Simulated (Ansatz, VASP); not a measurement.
## One calculation of Hf, two programs

```
Hf
1.0
     0.00000    2.22000    2.22000
     2.22000    0.00000    2.22000
     2.22000    2.22000    0.00000
Hf
1
Direct
  0.00000 0.00000 0.00000
```

Alike in both runs: task single point; functional PBE; k mesh 13 × 13 × 13; occupations fermi-dirac, width 0.03 eV; no spin polarisation.

```csv
,VASP,Ansatz
version,VASP 6.6.1,Ansatz 0.2.0
potentials or method,"VASP PAW PBE potentials, release 64 (Hf_pv), cutoff 520 eV","all-electron LAPW, scalar-relativistic"
```

|  | VASP | Ansatz | Ansatz less VASP |
| --- | --- | --- | --- |
| pressure (GPa) | 2.8 | 3.3 | +0.46 |

Ansatz ran all-electron here, and VASP with PAW potentials.

Spin-orbit coupling is off throughout.
